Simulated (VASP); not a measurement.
# Zn (P6_3/mmc) in VASP: single point with LDA

Aim: the single point of Zn with LDA.

All numbers are computed with VASP 6.6.1; they aren't measurements. Logs are shortened: lines on timing, memory, paths and dates and some standing lists are left out, and cuts for length are marked.

## 1. The cell of the first run

The structure is hexagonal, space group P6_3/mmc (No. 194). The conventional cell has a = 2.560 Å, b = 2.560 Å, c = 4.583 Å, α = 90.00°, β = 90.00°, γ = 120.00°. Within 3.4 Å of Zn (site symmetry -6m2) lie 12 Zn at 2.56 to 2.73 Å.

## 2. Single point, LDA

Input file INCAR:

```
SYSTEM = Zn
PREC = Accurate ; ENCUT = 520
EDIFF = 1E-7 ; ISMEAR = 0
SIGMA = 0.1 ; LREAL = .False.
LASPH = .True. ; NELM = 60
ALGO = Fast ; ISIF = 2
LWAVE = .False. ; LCHARG = .False.
GGA = CA ; NBANDS = 19
```

Input file KPOINTS:

```
Automatic mesh
0
Gamma
  57 57 28
  0 0 0
```

Input file POSCAR:

```
Zn
1.0
    2.5602383766      0.0000000000      0.0000000000
   -1.2801191883      2.2172314739      0.0000000000
    0.0000000000      0.0000000000      4.5825303522
Zn
2
Direct
    0.3333333333      0.6666666667      0.2500000000
    0.6666666667      0.3333333333      0.7500000000
```

Potentials or basis: VASP PAW LDA potentials, release 64 (Zn).

Started as:

```
> cat potpaw_LDA.64/Zn/POTCAR > POTCAR
> mpirun -np 1 vasp_std > vasp.out
```

OUTCAR:

```text
SYSTEM = Zn
   PREC = Accurate
   ENCUT = 520
   EDIFF = 1E-7
   ISMEAR = 0
   LREAL = .False.
   LASPH = .True.
   NELM = 60
   ISIF = 2
   GGA = CA

 ion  position               nearest neighbor table
   1  0.333  0.667  0.250-   2 2.73   2 2.73   2 2.73   2 2.73   2 2.73   2 2.73
   2  0.667  0.333  0.750-   1 2.73   1 2.73   1 2.73   1 2.73   1 2.73   1 2.73

  LATTYP: Found a hexagonal cell.
 ALAT       =     2.5602383766
 C/A-ratio  =     1.7898842522

  Lattice vectors:

 A1 = (   2.5602383766,   0.0000000000,   0.0000000000)
 A2 = (  -1.2801191883,   2.2172314739,   0.0000000000)
 A3 = (   0.0000000000,   0.0000000000,   4.5825303522)

Analysis of symmetry for initial positions (statically):
=====================================================================
 Subroutine PRICEL returns:
 Original cell was already a primitive cell.

 Routine SETGRP: Setting up the symmetry group for a
 hexagonal supercell.

 Subroutine GETGRP returns: Found 24 space group operations
 (whereof 12 operations were pure point group operations)
 out of a pool of 24 trial point group operations.

The static configuration has the point symmetry D_3d.
 The point group associated with its full space group is D_6h.

Analysis of symmetry for dynamics (positions and initial velocities):
=====================================================================
 Subroutine PRICEL returns:
 Original cell was already a primitive cell.

 Routine SETGRP: Setting up the symmetry group for a
 hexagonal supercell.

 Subroutine GETGRP returns: Found 24 space group operations
 (whereof 12 operations were pure point group operations)
 out of a pool of 24 trial point group operations.

The dynamic configuration has the point symmetry D_3d.
 The point group associated with its full space group is D_6h.

 Subroutine INISYM returns: Found 24 space group operations
 (whereof 12 operations are pure point group operations),
 and found     1 'primitive' translations

----------------------------------------------------------------------------------------

                                     Primitive cell

  volume of cell :      26.0134

  direct lattice vectors                    reciprocal lattice vectors
     2.560238377  0.000000000  0.000000000     0.390588630  0.225506451  0.000000000
    -1.280119188  2.217231474  0.000000000     0.000000000  0.451012901  0.000000000
     0.000000000  0.000000000  4.582530352     0.000000000  0.000000000  0.218220049

  length of vectors
     2.560238377  2.560238377  4.582530352     0.451012901  0.451012901  0.218220049

  position of ions in fractional coordinates (direct lattice)
     0.333333333  0.666666667  0.250000000
     0.666666667  0.333333333  0.750000000

  ion indices of the primitive-cell ions
   primitive index   ion index
                 1           1
                 2           2

----------------------------------------------------------------------------------------

 KPOINTS: Automatic mesh

Automatic generation of k-mesh.
 Grid dimensions read from file:
 generate k-points for:   57   57   28

 Generating k-lattice:

  Cartesian coordinates                     Fractional coordinates (reciprocal lattice)
     0.006852432  0.003956254  0.000000000     0.017543860  0.000000000  0.000000000
     0.000000000  0.007912507  0.000000000     0.000000000  0.017543860  0.000000000
     0.000000000  0.000000000  0.007793573     0.000000000  0.000000000  0.035714286

  Length of vectors
     0.007912507  0.007912507  0.007793573

  Shift w.r.t. Gamma in fractional coordinates (k-lattice)
     0.000000000  0.000000000  0.000000000

 Subroutine IBZKPT returns following result:
 ===========================================

 Found   4500 irreducible k-points:

 Following reciprocal coordinates:
            Coordinates               Weight
  0.000000  0.000000  0.000000      1.000000
  0.017544  0.000000  0.000000      6.000000
  0.035088  0.000000  0.000000      6.000000
  0.052632 -0.000000  0.000000      6.000000
  0.070175  0.000000  0.000000      6.000000
  0.087719  0.000000  0.000000      6.000000
[... 16 lines left out ...]
  0.385965  0.000000  0.000000      6.000000
  0.403509  0.000000  0.000000      6.000000
 [... further k-points ...]
   k-points           NKPTS =   4500   k-points in BZ     NKDIM =   4500   number of bands    NBANDS=     19
   number of dos      NEDOS =    301   number of ions     NIONS =      2
   total plane-waves  NPLWV =  14400
   dimension x,y,z NGX =    20 NGY =   20 NGZ =   36
   dimension x,y,z NGXF=    40 NGYF=   40 NGZF=   72
   ions per type =               2
   NGX,Y,Z   is equivalent  to a cutoff of  12.99, 12.99, 13.06 a.u.
   NGXF,Y,Z  is equivalent  to a cutoff of  25.97, 25.97, 26.12 a.u.
 SYSTEM =  Zn
   PREC   = accura    normal or accurate (medium, high low for compatibility)
   ISTART =      0    job   : 0-new  1-cont  2-samecut
   ICHARG =      2    charge: 1-file 2-atom 10-const
   ISPIN  =      1    spin polarized calculation?
   LNONCOLLINEAR =      F non collinear calculations
   LSORBIT =      F    spin-orbit coupling
   LASPH  =      T    aspherical Exc in radial PAW
   ENCUT  =  520.0 eV  38.22 Ry    6.18 a.u.   4.76  4.76  8.52*2*pi/ulx,y,z
   NELM   =     60;   NELMIN=  2; NELMDL= -5     # of ELM steps
   EDIFF  = 0.1E-06   stopping-criterion for ELM
   LREAL  =      F    real-space projection
   EDIFFG = 0.1E-05   stopping-criterion for IOM
   NSW    =      0    number of steps for IOM
   IBRION =     -1    ionic relax: 0-MD 1-quasi-New 2-CG
   NFREE  =      0    steps in history (QN), initial steepest desc. (CG)
   ISIF   =      2    stress and relaxation
   ISYM   =      2    0-nonsym 1-usesym 2-fastsym
   POTIM  = 0.5000    time-step for ionic-motion
   TEBEG  =    0.0;   TEEND  =   0.0 temperature during run
   PSTRESS=    0.0 pullay stress
   NELECT =      24.0000    total number of electrons
   NUPDOWN=      -1.0000    fix difference up-down
   EMIN   =  10.00;   EMAX   =-10.00  energy-range for DOS
   EFERMI =   0.00;   METHOD = LEGACY
   ISMEAR =     0;   SIGMA  =   0.10  broadening in eV -4-tet -1-fermi 0-gaus
   EFERMI_NEDOS =   21; number of points for ismear=-14 and -15
   IALGO  =     68    algorithm
   IMIX   =      4    mixing-type and parameters
     AMIX     =   0.40;   BMIX     =  1.00
     AMIX_MAG =   1.60;   BMIX_MAG =  1.00
  volume/ion in A,a.u.               =      13.01        87.77
  Fermi-wavevector in a.u.,A,eV,Ry     =   1.593724  3.011701 34.558181  2.539955
  Thomas-Fermi vector in A             =   2.691909
   LORBIT       =      0    0 simple, 1 ext, 2 COOP (PROOUT), +10 PAW based schemes
   GGA     = CA    functional components
   LHFCALC =     F    Hartree Fock is set to
   AEXX    =    0.0000 exact exchange contribution
   IVDW    =     0    specifies the selected vdW correction
   LEPSILON=     F    determine dielectric tensor
   LRPA    =     F    only Hartree local field effects (RPA)
 non-spin polarized calculation
 RMM-DIIS sequential band-by-band and
 Gauss-broadening in eV      SIGMA  =   0.10
  energy-cutoff  :      520.00
  volume of cell :       26.01
 maximum number of plane-waves:       717
 NGX is ok and might be reduce to    20
   NGX =  9   NGY =  9   NGZ = 17

 number of electron      23.9999991 magnetization

 Free energy of the ion-electron system (eV)
  ---------------------------------------------------
  ext. energy  EPLUGINS =         0.00000000
  ---------------------------------------------------
  free energy    TOTEN  =        -3.73654135 eV

  energy without entropy =       -3.73467406  energy(sigma->0) =       -3.73560770

 E-fermi :   4.1719     XC(G=0): -12.7492

 val. band max:        4.1710497504   @ k =   0.3684   0.0702   0.0357
 cond. band min:       4.1721317710   @ k =   0.3509   0.2982   0.3571
 fundamental gap:      0.0010820206
 Fermi energy:         4.1718999063

 k-point     1 :       0.0000    0.0000    0.0000
  band No.  band energies     occupation
      1      -7.6169      2.00000
      2      -5.2841      2.00000
      3      -4.3369      2.00000
      4      -4.0950      2.00000
      5      -4.0950      2.00000
      6      -4.0140      2.00000
[... 11 lines left out ...]
     18      24.5260      0.00000
     19      24.5422      0.00000

 k-point     2 :       0.0175    0.0000    0.0000
  band No.  band energies     occupation
      1      -7.6070      2.00000
      2      -5.2794      2.00000
      3      -4.3360      2.00000
      4      -4.0960      2.00000
      5      -4.0923      2.00000
      6      -4.0153      2.00000
[... 11 lines left out ...]
     18      24.6209      0.00000
     19      24.6854      0.00000

 k-point     3 :       0.0351    0.0000    0.0000
  band No.  band energies     occupation
      1      -7.5773      2.00000
      2      -5.2654      2.00000
      3      -4.3333      2.00000
      4      -4.0988      2.00000
      5      -4.0842      2.00000
      6      -4.0191      2.00000
[... 11 lines left out ...]
     18      24.6176      0.00000
     19      25.0683      0.00000

 k-point     4 :       0.0526   -0.0000    0.0000
  band No.  band energies     occupation
      1      -7.5278      2.00000
      2      -5.2424      2.00000
      3      -4.3292      2.00000
      4      -4.1030      2.00000
      5      -4.0709      2.00000
      6      -4.0252      2.00000
[... 11 lines left out ...]
     18      24.5827      0.00000
     19      25.5169      0.00000

 k-point     5 :       0.0702    0.0000    0.0000
  band No.  band energies     occupation
      1      -7.4589      2.00000
      2      -5.2110      2.00000
      3      -4.3244      2.00000
      4      -4.1080      2.00000
      5      -4.0523      2.00000
      6      -4.0330      2.00000
[... 11 lines left out ...]
     18      24.5116      0.00000
     19      25.9956      0.00000
[... 334 lines left out ...]
      2      -4.8934      2.00000
      3      -4.6192      2.00000
      4      -4.0670      2.00000
      5      -3.9857      2.00000
      6      -3.9138      2.00000
[... 11 lines left out ...]
     18      19.8854      0.00000
     19      22.2133      0.00000

 k-point    22 :       0.3684    0.0000    0.0000
  band No.  band energies     occupation
      1      -5.0401      2.00000
      2      -4.9101      2.00000
      3      -4.6572      2.00000
      4      -4.0371      2.00000
      5      -4.0066      2.00000
      6      -3.9262      2.00000
[... 11 lines left out ...]
     18      19.7952      0.00000
     19      22.0029      0.00000

 k-point    23 :       0.3860    0.0000    0.0000
  band No.  band energies     occupation
      1      -5.0275      2.00000
      2      -4.9231      2.00000
      3      -4.6904      2.00000
      4      -4.0254      2.00000
      5      -4.0096      2.00000
      6      -3.9373      2.00000
[... 11 lines left out ...]
     18      19.7166      0.00000
     19      21.8171      0.00000

 k-point    24 :       0.4035    0.0000    0.0000
  band No.  band energies     occupation
      1      -5.0263      2.00000
      2      -4.9324      2.00000
      3      -4.7187      2.00000
      4      -4.0419      2.00000
      5      -3.9852      2.00000
      6      -3.9471      2.00000
[... 11 lines left out ...]
     18      19.6496      0.00000
     19      21.6567      0.00000

 [... further k-points ...]
[... 5 lines left out ...]
  --------------------------------------------------------------------------------------
  -------------------------------------------------------------------------------------
  Total        0.7996043      0.7996043      0.7449969     -0.0000000     -0.0000000      0.0000000
  in kB       49.2480380     49.2480380     45.8847393     -0.0000000     -0.0000000      0.0000000
  external PRESSURE =      48.1269385 kB  Pullay stress =       0.0000000 kB

 VOLUME and BASIS-vectors are now :
 -----------------------------------------------------------------------------
  energy-cutoff  :      520.00
  volume of cell :       26.01
      direct lattice vectors                 reciprocal lattice vectors
     2.560238377  0.000000000  0.000000000     0.390588630  0.225506451  0.000000000
    -1.280119188  2.217231474  0.000000000     0.000000000  0.451012901  0.000000000
     0.000000000  0.000000000  4.582530352     0.000000000  0.000000000  0.218220049

 POSITION                                       TOTAL-FORCE (eV/Angst)
 -----------------------------------------------------------------------------------
     -0.00000      1.47815      1.14563         0.000000     -0.000000      0.000000
      1.28012      0.73908      3.43690        -0.000000      0.000000      0.000000
 -----------------------------------------------------------------------------------
    total drift:                               -0.000000      0.000000      0.000000

  FREE ENERGIE OF THE ION-ELECTRON SYSTEM (eV)
  ---------------------------------------------------
  free  energy   TOTEN  =        -3.7365413522 eV

  energy  without entropy=       -3.7346740577  energy(sigma->0) =       -3.73560770
```

Wall time 34 min (1 thread of Oxide Virtual Turin-like, shared host); peak memory 1.6 GiB.

Results:

```yaml
Free_energy: -3.7365 eV
Pressure: 4.8 GPa
Band_gap_on_the_k_mesh: zero (bands 12 and 13 overlap by 4.29 eV)
```

Stress tensor (GPa, compression positive):
```
4.92 0.00 0.00
0.00 4.92 0.00
0.00 0.00 4.59
```

Caveat: the cell stands under pressure.
